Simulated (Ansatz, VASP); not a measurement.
## C: VASP beside Ansatz

File INCAR:

```
PREC = Accurate
ENCUT = 520
EDIFF = 1E-7
ISMEAR = 0
SIGMA = 0.05
LREAL = False
LASPH = True
NELM = 60
ALGO = Normal
ISIF = 2
LWAVE = False
LCHARG = False
GGA = PE
IVDW = 12
NBANDS = 11
```

Contents of KPOINTS:

```
regular mesh
0
Gamma
  15 15 15
```

File POSCAR:

```
C
1.0
    1.2324809262      0.7115731945      3.3609366220
   -1.2324809262      0.7115731945      3.3609366220
    0.0000000000     -1.4231463891      3.3609366220
C
2
Direct
    0.1677584247      0.1677584247      0.1572183986
    0.8322415753      0.8322415753      0.8427816014
```

Input for Ansatz:

```yaml
crystal:
  lattice:
    - [1.2324809262, 0.7115731945, 3.360936622]
    - [-1.2324809262, 0.7115731945, 3.360936622]
    - [0.0, -1.4231463891, 3.360936622]
  atoms:
    - { symbol: C, position: [0.1677584247, 0.1677584247, 0.1572183986] }
    - { symbol: C, position: [0.8322415753, 0.8322415753, 0.8427816014] }
basis:
  ecutwfc: 520.0
kpoints:
  mp_grid: { grid: [15, 15, 15] }
hamiltonian:
  xc: pbe
  pseudopotentials: { kind: paw, azcp: { folder: soft_1 } }
  dispersion: d3bj
scf:
  occupations: { method: gaussian, width: 0.05 }
output:
  forces: true
  stress: true
  eigenvalues: true
```

Change from the starting cell: mode 4 frozen in at -0.024 Å and mode 6 at +0.015 Å (largest displacements).

Alike in both runs: task single point; functional PBE; dispersion D3(BJ); k mesh 15 × 15 × 15; occupations gaussian, width 0.05 eV; no spin polarisation.

|  | VASP | Ansatz |
| --- | --- | --- |
| version | VASP 6.6.1 | Ansatz 0.2.0 |
| potentials or method | VASP PAW PBE potentials, release 64 (C), cutoff 520 eV | scalar-relativistic, plane waves, PAW |
| valence electrons in the cell | 8 | 8 |

Ansatz gave:

- gap on the k mesh at the Fermi level (eV): 0.39
- least direct gap on the mesh (eV): 0.39
- pressure (GPa): 0.3
- traceless stress, the component that is largest in VASP (GPa): 3.34
- rms of the force components (eV/Å): 1.005

Task: What did VASP give for the same quantities?

Result: gap on the k mesh at the Fermi level (eV): 0.39; least direct gap on the mesh (eV): 0.39; pressure (GPa): 0.7; traceless stress, the component that is largest in VASP (GPa): 3.66; rms of the force components (eV/Å): 1.005.

Atom by atom the forces differ by 0.002 eV/Å (rms over components).
